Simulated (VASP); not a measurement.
Runs of VASP 6.6.1 on Na. The structure is that of space group Im-3m (No. 229), or close to it. The cells are those of the table. 

```tsv
task	level	potentials or basis	cell	k mesh	cutoff (eV)	smearing	dipole correction	tolerance level	purpose	passes	grid for exact exchange (PRECFOCK)	gap on the mesh (eV)	pressure (GPa)
single point	PBEsol	VASP PAW PBE potentials, release 64 (Na_pv)	a = 3.758 Å, angles 108.9, 108.9, 110.5°, 1 atom	9 × 9 × 9	500	fermi-dirac 0.05 eV	no	-	-	-	-	none	(a)
single point	LDA	VASP PAW LDA potentials, release 64 (Na_pv)	a = 3.708 Å, angles 109.5°, 1 atom	9 × 9 × 9	500	fermi-dirac 0.05 eV	no	-	-	-	-	none	-1.1
relaxation of cell and atoms	PBE+D4	VASP PAW PBE potentials, release 64 (Na_pv)	relaxed from a = 3.745 Å, angles 109.5°, 1 atom	12 × 12 × 12	690	methfessel-paxton 0.05 eV	-	standard	cell	3	-	none	0.0
single point	PBEsol	VASP PAW PBE potentials, release 64 (Na_pv)	a = 3.610 Å, angles 110.6, 110.6, 107.3°, 1 atom	9 × 9 × 9	500	fermi-dirac 0.05 eV	no	-	-	-	-	none	0.0
single point	B3LYP+D3(BJ)	VASP PAW PBE potentials, release 64 (Na_pv)	a = 3.708 Å, angles 109.5°, 1 atom	6 × 6 × 6	400	fermi-dirac 0.05 eV	no	-	-	-	Normal	none	-1.6
```

Alike in all rows: no spin polarisation.

Fill in the values left out.

(a) -0.8.

Caveats: the PAW data sets were made with another functional, which shifts forces and pressure a little (at least some runs).

A gap of «none» marks levels without a gap at the run's occupations.
